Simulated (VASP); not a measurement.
Set up this calculation in VASP 6.6.1, as the native input.

```yaml
Task: single point
Functional: PBE
Potentials_or_basis: VASP PAW PBE potentials, release 64 (Ga_d, P)
Cutoff: 520 eV
k_mesh: 8 × 8 × 2
Occupations: gaussian, width 0.2 eV
Spin: no spin polarisation
Dipole_correction: no
Further_INCAR_settings: ALGO = Normal; EDIFF = 1e-06; NBANDS = 32
```

The structure of GaP2 lies in POSCAR:

```
GaP2
1.0
    2.5564090763      0.0000000000      0.0000000000
    0.0000000000      2.5564090763      0.0000000000
    0.0000000000      0.0000000000     15.5238182046
Ga P
2 4
Direct
    0.0000000000      0.0000000000      0.2500000000
    0.0000000000      0.0000000000      0.7500000000
    0.0000000000      0.0000000000      0.4264433860
    0.0000000000      0.0000000000      0.9264433860
    0.0000000000      0.0000000000      0.0735566140
    0.0000000000      0.0000000000      0.5735566140
```

These files were run (other wordings do the same):

INCAR

```
ALGO = Normal
EDIFF = 1E-6
ENCUT = 520
GGA = PE
ISIF = 2
ISMEAR = 0
LASPH = True
LCHARG = True
LELF = True
LREAL = False
LVHAR = True
LWAVE = False
NBANDS = 32
NELM = 80
PREC = Accurate
SIGMA = 0.2
```

KPOINTS

```
k-points
0
Gamma
  8 8 2
```

Potentials or basis: VASP PAW PBE potentials, release 64 (Ga_d, P).

Launch:

```sh
$ cat potpaw_PBE.64/Ga_d/POTCAR potpaw_PBE.64/P/POTCAR > POTCAR
$ mpirun -np 1 vasp_std > vasp.out
```

It gave:

| Property | Result |
| --- | --- |
| Pressure | 0.4 GPa |
| Largest force | 0.119 eV/Å |
| Band gap on the k mesh | zero (band 23 reaches 11.54 eV, above the bottom of band 24 at 4.93 eV) |

It took 37 s on 1 thread of Intel(R) Xeon(R) 6975P-C (Granite Rapids) (shared host), peak memory 0.24 GiB.
